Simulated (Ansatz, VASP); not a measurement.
# One calculation of SnTe, two programs

```
CELL_PARAMETERS angstrom
0.00000 3.14594 3.14594
3.14594 0.00000 3.14594
3.14594 3.14594 0.00000
ATOMIC_POSITIONS crystal
Sn 0.00000 0.00000 0.00000
Te 0.50000 0.50000 0.50000
```

Change from the starting cell: volume scaled by 0.99.

Alike in both runs: task single point; functional PBEsol; k mesh 11 × 11 × 11; occupations fermi-dirac, width 0.08 eV; no spin polarisation.

|  | VASP | Ansatz |
| --- | --- | --- |
| version | VASP 6.6.1 | Ansatz 0.2.0 |
| potentials or method | VASP PAW PBE potentials, release 64 (Sn_d, Te), cutoff 520 eV | all-electron LAPW, scalar-relativistic |

```tsv
	VASP	Ansatz	Ansatz less VASP
pressure (GPa)	-0.1	-0.1	+0.03
```

VASP's potentials were made for PBE, not for PBEsol. Ansatz ran all-electron here, and VASP with PAW potentials.

Spin-orbit coupling is off throughout.
